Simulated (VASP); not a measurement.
# WC in VASP: single point with PBE

Aim: the single point of WC with PBE.

All numbers are computed with VASP 6.6.1; they aren't measurements. Logs are shortened: lines on timing, memory, paths and dates and some standing lists are left out, and cuts for length are marked.

## (1) The cell of the first run

The cell holds a slab with vacuum, 16 atoms: a = 5.687 Å, b = 5.687 Å, c = 16.189 Å, α = 90.00°, β = 90.00°, γ = 120.00°.

## (2) Single point, PBE

The input, INCAR:

```
SYSTEM = WC
  PREC = Accurate
  ENCUT = 520
  EDIFF = 1E-6
  ISMEAR = -1
  SIGMA = 0.1
  LREAL = Auto
  LASPH = .TRUE.
  NELM = 80
  ALGO = Normal
  ISIF = 2
  LWAVE = .FALSE.
  LCHARG = .FALSE.
  GGA = PE
  NBANDS = 86
```

The input, KPOINTS:

```
Automatic mesh
0
G
  3 3 1
  0 0 0
```

The input, POSCAR:

```
WC
1.0
    5.6872000000      0.0000000000      0.0000000000
   -2.8436000000      4.9252600000      0.0000000000
    0.0000000000      0.0000000000     16.1894250000
W C
8 8
Direct
    0.0000000000      0.0000000000      0.0617687163
    0.0040142615      0.0069031889      0.2433687422
   -0.0000030455      0.4999939090      0.0617687163
   -0.0055971264      0.4985117537      0.2385569592
    0.5000000000      0.0000000000      0.0617687163
    0.5048072420     -0.0030455245      0.2433502116
    0.4999969545      0.4999939090      0.0617687163
    0.4875501190      0.4930704166      0.2419418849
    0.3289119877      0.1680926489      0.1460088916
    0.3434018110      0.1839902868      0.3148166164
    0.3684459752      0.6978920910      0.1462806740
    0.3111878676      0.6284947394      0.3207834744
    0.8335405468      0.1737979315      0.1450638302
    0.8367850686      0.1510986222      0.3151378137
    0.8212665515      0.6688377872      0.1536187975
    0.8454315987      0.6655080138      0.3160519907
```

Potentials or basis: VASP PAW PBE potentials, release 64 (W_sv, C).

On the command line:

```
> cat potpaw_PBE.64/W_sv/POTCAR potpaw_PBE.64/C/POTCAR > POTCAR
> mpirun -np 1 vasp_std > vasp.out
```

OUTCAR:

```text
SYSTEM = WC
   PREC = Accurate
   ENCUT = 520
   EDIFF = 1E-6
   ISMEAR = -1
   LREAL = Auto
   LASPH = .TRUE.
   NELM = 80
   ISIF = 2
   GGA = PE

 ion  position               nearest neighbor table
   1  0.000  0.000  0.062-   9 2.12  13 2.15  15 2.21   7 2.84   3 2.84   5 2.84   5 2.84   3 2.84
                             7 2.84   2 2.94
   2  0.004  0.007  0.243-  14 1.93  10 2.03  16 2.05  15 2.21   9 2.25  13 2.30   8 2.76   6 2.81
                             4 2.82   4 2.87   6 2.88   8 2.93   1 2.94
   3  1.000  0.500  0.062-  13 2.10  15 2.27  11 2.27   5 2.84   1 2.84   7 2.84   7 2.84   1 2.84
                             5 2.84   4 2.86
   4  0.994  0.499  0.239-  16 2.00  12 2.06  14 2.12  15 2.18  13 2.20  11 2.37   6 2.82   8 2.82
                             2 2.82   3 2.86   2 2.87   8 2.87   6 2.87
   5  0.500  0.000  0.062-  11 2.02  13 2.13   9 2.16   7 2.84   3 2.84   1 2.84   1 2.84   7 2.84
                             3 2.84   6 2.94
   6  0.505  0.997  0.243-  14 2.01  10 2.07  11 2.16  12 2.21  13 2.27   9 2.32   2 2.81   8 2.82
                             4 2.82   4 2.87   8 2.87   2 2.88   5 2.94
   7  0.500  0.500  0.062-   9 2.13  11 2.13  15 2.17   5 2.84   1 2.84   3 2.84   3 2.84   5 2.84
                             1 2.84   8 2.92
   8  0.488  0.493  0.242-  10 1.93  12 2.00  16 2.13  15 2.18   9 2.23  11 2.24   2 2.76   6 2.82
                             4 2.82   4 2.87   6 2.87   7 2.92   2 2.93
   9  0.329  0.168  0.146-   1 2.12   7 2.13   5 2.16   8 2.23   2 2.25   6 2.32
  10  0.343  0.184  0.315-   8 1.93   2 2.03   6 2.07
  11  0.368  0.698  0.146-   5 2.02   7 2.13   6 2.16   8 2.24   3 2.27   4 2.37
  12  0.311  0.628  0.321-   8 2.00   4 2.06   6 2.21
  13  0.834  0.174  0.145-   3 2.10   5 2.13   1 2.15   4 2.20   6 2.27   2 2.30
  14  0.837  0.151  0.315-   2 1.93   6 2.01   4 2.12
  15  0.821  0.669  0.154-   7 2.17   8 2.18   4 2.18   1 2.21   2 2.21   3 2.27
  16  0.845  0.666  0.316-   4 2.00   2 2.05   8 2.13

  LATTYP: Found a hexagonal cell.
 ALAT       =     5.6872000000
 C/A-ratio  =     2.8466424603

  Lattice vectors:

 A1 = (   5.6872000000,   0.0000000000,   0.0000000000)
 A2 = (  -2.8436000000,   4.9252600000,   0.0000000000)
 A3 = (   0.0000000000,   0.0000000000,  16.1894250000)

Analysis of symmetry for initial positions (statically):
=====================================================================
 Subroutine PRICEL returns:
 Original cell was already a primitive cell.

 Routine SETGRP: Setting up the symmetry group for a
 hexagonal supercell.

 Subroutine GETGRP returns: Found  1 space group operations
 (whereof  1 operations were pure point group operations)
 out of a pool of 24 trial point group operations.

The static configuration has the point symmetry C_1 .

Analysis of symmetry for dynamics (positions and initial velocities):
=====================================================================
 Subroutine PRICEL returns:
 Original cell was already a primitive cell.

 Routine SETGRP: Setting up the symmetry group for a
 hexagonal supercell.

 Subroutine GETGRP returns: Found  1 space group operations
 (whereof  1 operations were pure point group operations)
 out of a pool of 24 trial point group operations.

The dynamic configuration has the point symmetry C_1 .

 Subroutine INISYM returns: Found  1 space group operations
 (whereof  1 operations are pure point group operations),
 and found     1 'primitive' translations

----------------------------------------------------------------------------------------

                                     Primitive cell

  volume of cell :     453.4810

  direct lattice vectors                    reciprocal lattice vectors
     5.687200000  0.000000000  0.000000000     0.175833451  0.101517483  0.000000000
    -2.843600000  4.925260000  0.000000000     0.000000000  0.203034967  0.000000000
     0.000000000  0.000000000 16.189425000     0.000000000  0.000000000  0.061768716

  length of vectors
     5.687200000  5.687200280 16.189425000     0.203034977  0.203034967  0.061768716

  position of ions in fractional coordinates (direct lattice)
     0.000000000  0.000000000  0.061768716
     0.004014261  0.006903189  0.243368742
     0.999996954  0.499993909  0.061768716
     0.994402874  0.498511754  0.238556959
     0.500000000  0.000000000  0.061768716
     0.504807242  0.996954475  0.243350212
[... 8 lines left out ...]
     0.821266552  0.668837787  0.153618798
     0.845431599  0.665508014  0.316051991

  ion indices of the primitive-cell ions
   primitive index   ion index
                 1           1
                 2           2
                 3           3
                 4           4
                 5           5
                 6           6
[... 8 lines left out ...]
                15          15
                16          16

----------------------------------------------------------------------------------------

 KPOINTS: Automatic mesh

Automatic generation of k-mesh.
 Grid dimensions read from file:
 generate k-points for:    3    3    1

 Generating k-lattice:

  Cartesian coordinates                     Fractional coordinates (reciprocal lattice)
     0.058611150  0.033839161  0.000000000     0.333333333  0.000000000  0.000000000
     0.000000000  0.067678322  0.000000000     0.000000000  0.333333333  0.000000000
     0.000000000  0.000000000  0.061768716     0.000000000  0.000000000  1.000000000

  Length of vectors
     0.067678326  0.067678322  0.061768716

  Shift w.r.t. Gamma in fractional coordinates (k-lattice)
     0.000000000  0.000000000  0.000000000

 Subroutine IBZKPT returns following result:
 ===========================================

 Found      5 irreducible k-points:

 Following reciprocal coordinates:
            Coordinates               Weight
  0.000000  0.000000  0.000000      1.000000
  0.333333 -0.000000  0.000000      2.000000
  0.000000  0.333333  0.000000      2.000000
 -0.333333  0.333333  0.000000      2.000000
  0.333333  0.333333  0.000000      2.000000
   k-points           NKPTS =      5   k-points in BZ     NKDIM =      5   number of bands    NBANDS=     86
   number of dos      NEDOS =    301   number of ions     NIONS =     16
   total plane-waves  NPLWV = 211680
   dimension x,y,z NGX =    42 NGY =   42 NGZ =  120
   dimension x,y,z NGXF=    84 NGYF=   84 NGZF=  240
   ions per type =               8   8
   NGX,Y,Z   is equivalent  to a cutoff of  12.28, 12.28, 12.32 a.u.
   NGXF,Y,Z  is equivalent  to a cutoff of  24.55, 24.55, 24.65 a.u.
 SYSTEM =  WC
   PREC   = accura    normal or accurate (medium, high low for compatibility)
   ISTART =      0    job   : 0-new  1-cont  2-samecut
   ICHARG =      2    charge: 1-file 2-atom 10-const
   ISPIN  =      1    spin polarized calculation?
   LNONCOLLINEAR =      F non collinear calculations
   LSORBIT =      F    spin-orbit coupling
   LASPH  =      T    aspherical Exc in radial PAW
   ENCUT  =  520.0 eV  38.22 Ry    6.18 a.u.  10.57 10.57 30.10*2*pi/ulx,y,z
   NELM   =     80;   NELMIN=  2; NELMDL= -5     # of ELM steps
   EDIFF  = 0.1E-05   stopping-criterion for ELM
   LREAL  =      T    real-space projection
   EDIFFG = 0.1E-04   stopping-criterion for IOM
   NSW    =      0    number of steps for IOM
   IBRION =     -1    ionic relax: 0-MD 1-quasi-New 2-CG
   NFREE  =      0    steps in history (QN), initial steepest desc. (CG)
   ISIF   =      2    stress and relaxation
   ISYM   =      2    0-nonsym 1-usesym 2-fastsym
   POTIM  = 0.5000    time-step for ionic-motion
   TEBEG  =    0.0;   TEEND  =   0.0 temperature during run
   PSTRESS=    0.0 pullay stress
   NELECT =     144.0000    total number of electrons
   NUPDOWN=      -1.0000    fix difference up-down
   EMIN   =  10.00;   EMAX   =-10.00  energy-range for DOS
   EFERMI =   0.00;   METHOD = LEGACY
   ISMEAR =    -1;   SIGMA  =   0.10  broadening in eV -4-tet -1-fermi 0-gaus
   EFERMI_NEDOS =   21; number of points for ismear=-14 and -15
   IALGO  =     38    algorithm
   IMIX   =      4    mixing-type and parameters
     AMIX     =   0.40;   BMIX     =  1.00
     AMIX_MAG =   1.60;   BMIX_MAG =  1.00
  volume/ion in A,a.u.               =      28.34       191.27
  Fermi-wavevector in a.u.,A,eV,Ry     =   1.116887  2.110611 16.972410  1.247437
  Thomas-Fermi vector in A             =   2.253505
   LORBIT       =      0    0 simple, 1 ext, 2 COOP (PROOUT), +10 PAW based schemes
   GGA     = PE    functional components
   LHFCALC =     F    Hartree Fock is set to
   AEXX    =    0.0000 exact exchange contribution
   IVDW    =     0    specifies the selected vdW correction
   LEPSILON=     F    determine dielectric tensor
   LRPA    =     F    only Hartree local field effects (RPA)
 non-spin polarized calculation
  energy-cutoff  :      520.00
  volume of cell :      453.48
 maximum number of plane-waves:     12276
 NGX is ok and might be reduce to    42
   NGX = 21   NGY = 21   NGZ = 61

 number of electron     144.0000004 magnetization

 Free energy of the ion-electron system (eV)
  ---------------------------------------------------
  ext. energy  EPLUGINS =         0.00000000
  ---------------------------------------------------
  free energy    TOTEN  =      -160.52662750 eV

  energy without entropy =     -160.40079803  energy(sigma->0) =     -160.46371277

 E-fermi :   0.6741     XC(G=0):  -6.2255

 val. band max:        0.1935692954   @ k =   0.3333  -0.0000   0.0000
 cond. band min:       0.7126910633   @ k =   0.0000   0.3333   0.0000
 fundamental gap:      0.5191217679
 Fermi energy:         0.6741413785

 k-point     1 :       0.0000    0.0000    0.0000
  band No.  band energies     occupation
      1     -73.3499      2.00000
      2     -73.2518      2.00000
      3     -73.1946      2.00000
      4     -73.1849      2.00000
      5     -73.1778      2.00000
      6     -73.1676      2.00000
[... 424 lines left out ...]
     83       3.2990      0.00000
     84       3.3550      0.00000
 [bands above 84 left out]

------------------------ aborting loop because EDIFF is reached ----------------------------------------

  FORCE on cell =-STRESS in cart. coord.  units (eV):
  Direction    XX          YY          ZZ          XY          YZ          ZX
  --------------------------------------------------------------------------------------
  -------------------------------------------------------------------------------------
  Total       22.7818606     23.4816382     -7.4937650     -1.1905796     -0.0768843     -1.0041612
  in kB       80.4897699     82.9621288    -26.4759509     -4.2063938     -0.2716371     -3.5477657
  external PRESSURE =      45.6586493 kB  Pullay stress =       0.0000000 kB

 VOLUME and BASIS-vectors are now :
 -----------------------------------------------------------------------------
  energy-cutoff  :      520.00
  volume of cell :      453.48
      direct lattice vectors                 reciprocal lattice vectors
     5.687200000  0.000000000  0.000000000     0.175833451  0.101517483  0.000000000
    -2.843600000  4.925260000  0.000000000     0.000000000  0.203034967  0.000000000
     0.000000000  0.000000000 16.189425000     0.000000000  0.000000000  0.061768716

 POSITION                                       TOTAL-FORCE (eV/Angst)
 -----------------------------------------------------------------------------------
      0.00000      0.00000      1.00000        -0.050760     -0.084112      0.921175
      0.00320      0.03400      3.94000         0.614166     -1.740840      0.049924
      4.26540      2.46260      1.00000        -0.283436      0.583489      0.735636
      4.23780      2.45530      3.86210         0.747212      0.153901      2.272471
      2.84360      0.00000      1.00000        -0.141634      0.663242      0.135082
      0.03600      4.91026      3.93970        -1.027612      0.102151      1.474950
[... 8 lines left out ...]
      2.76880      3.29420      2.48700         1.017577      0.146791     -2.587985
      2.91570      3.27780      5.11670        -0.621162     -0.124120     -1.396555
 -----------------------------------------------------------------------------------
    total drift:                               -0.005909      0.015261     -0.016497

  FREE ENERGIE OF THE ION-ELECTRON SYSTEM (eV)
  ---------------------------------------------------
  free  energy   TOTEN  =      -160.5266274994 eV

  energy  without entropy=     -160.4007980340  energy(sigma->0) =     -160.46371277
```

Wall time 4.9 min (1 thread of Intel Xeon 6975P-C (Granite Rapids), shared host); peak memory 0.52 GiB.

What came out:

- Free energy: -160.5266 eV
- Largest force: 3.017 eV/Å
- Band gap on the k mesh: zero (bands 72 and 73 overlap by 1.08 eV)

Forces on the atoms (eV/Å):
```
W   -0.051 -0.084  0.921
W    0.614 -1.741  0.050
W   -0.283  0.583  0.736
W    0.747  0.154  2.272
W   -0.142  0.663  0.135
W   -1.028  0.102  1.475
W    0.260  0.451  0.786
W    1.647  1.865  0.817
C    0.282 -0.005 -0.468
C    0.521 -1.993 -0.025
C   -1.711 -2.478 -0.196
C   -0.246  1.781 -2.070
C    0.254 -0.174 -0.159
C   -1.261  0.851 -0.291
C    1.018  0.147 -2.588
C   -0.621 -0.124 -1.397
```

Caveat: the k points lie up to 0.43 Å⁻¹ apart, too coarse for converged energies and pressures of a metal; spin-orbit coupling is left out, which moves the levels of the heavy elements.
